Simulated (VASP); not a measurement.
Wanted: the native input for a VASP 6.6.1 run.

- Task: single point
- Functional: PBEsol
- Potentials or basis: VASP PAW PBE potentials, release 64 (Hf_pv, S)
- Cutoff: 520 eV
- k mesh: 12 × 12 × 4
- Occupations: gaussian, width 0.1 eV
- Spin: no spin polarisation
- Dipole correction: no
- Further INCAR settings: ALGO = Normal; EDIFF = 1e-07; NBANDS = 35

The structure of Hf2S lies in POSCAR:

```
Hf2S
1.0
    3.1959371264      0.0000000000      0.0000000000
   -1.5979685632      2.7677627403      0.0000000000
    0.0000000000      0.0000000000     12.0548653482
Hf S
4 2
Direct
    0.6666666667      0.3333333333      0.9001455373
    0.3333333333      0.6666666667      0.4001455373
    0.6666666667      0.3333333333      0.5998544627
    0.3333333333      0.6666666667      0.0998544627
    0.0000000000      0.0000000000      0.7500000000
    0.0000000000      0.0000000000      0.2500000000
```

This cell differs from its parent crystal: biaxial strain in the a-b plane: -4.5 %, then relaxed in part.

The input as run:

INCAR

```
ALGO = Normal
EDIFF = 1E-7
ENCUT = 520
GGA = PS
ISIF = 2
ISMEAR = 0
LASPH = T
LCHARG = F
LREAL = F
LWAVE = F
NBANDS = 35
NELM = 80
PREC = Accurate
SIGMA = 0.1
```

KPOINTS

```
k-points
0
Gamma
  12 12 4
```

Potentials or basis: VASP PAW PBE potentials, release 64 (Hf_pv, S).

Run with:

```bash
$ cat potpaw_PBE.64/Hf_pv/POTCAR potpaw_PBE.64/S/POTCAR > POTCAR
$ mpirun -np 1 vasp_std > vasp.out
```

It gave:

```json
{
 "Pressure": "7.5 GPa",
 "Largest force": "0.009 eV/Å",
 "Band gap on the k mesh": "zero (band 26 reaches 7.69 eV, above the bottom of band 27 at 6.49 eV)"
}
```

Caveat: the cell differs from its parent crystal (biaxial strain in the a-b plane: -4.5 %, then relaxed in part); the PAW data sets were made with another functional, which shifts forces and pressure a little; spin-orbit coupling is left out, which moves the levels of the heavy elements.

It took 2 min on 1 thread of AMD EPYC 9R45 96-Core Processor (Zen 5), with other jobs on the host, peak memory 0.29 GiB.
